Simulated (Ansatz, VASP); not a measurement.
**Two plane-wave programs on Cd3C**

```
CELL_PARAMETERS angstrom
4.26080 0.00000 0.00000
0.00000 4.26080 0.00000
0.00000 0.00000 4.26080
ATOMIC_POSITIONS crystal
Cd 0.00000 0.50000 0.50000
Cd 0.50000 0.00000 0.50000
Cd 0.50000 0.50000 0.00000
C 0.00000 0.00000 0.00000
```

Alike in both runs: task single point; functional r2SCAN; k mesh 4 × 4 × 4; occupations gaussian, width 0.1 eV; no spin polarisation.

```csv
,VASP,Ansatz
version,VASP 6.6.1,Ansatz 0.2.0
potentials or method,"VASP PAW PBE potentials, release 64 (Cd, C), cutoff 520 eV","scalar-relativistic, plane waves, PAW"
valence electrons in the cell,40,64
```

Ansatz gave:

* gap on the k mesh at the Fermi level (eV): none
* pressure (GPa): -6.4

Problem. Which values does VASP return?

Solution. gap on the k mesh at the Fermi level (eV): none; pressure (GPa): -6.0.

VASP's potentials were made for PBE, not for r2SCAN. A gap of «none» marks a metal or a gap that the smearing closes. VASP's potentials hold 40 valence electrons a cell and Ansatz's 64, so a difference there can come from the potentials and not from the codes.

The k mesh is coarse, so the values compare programs but aren't converged.
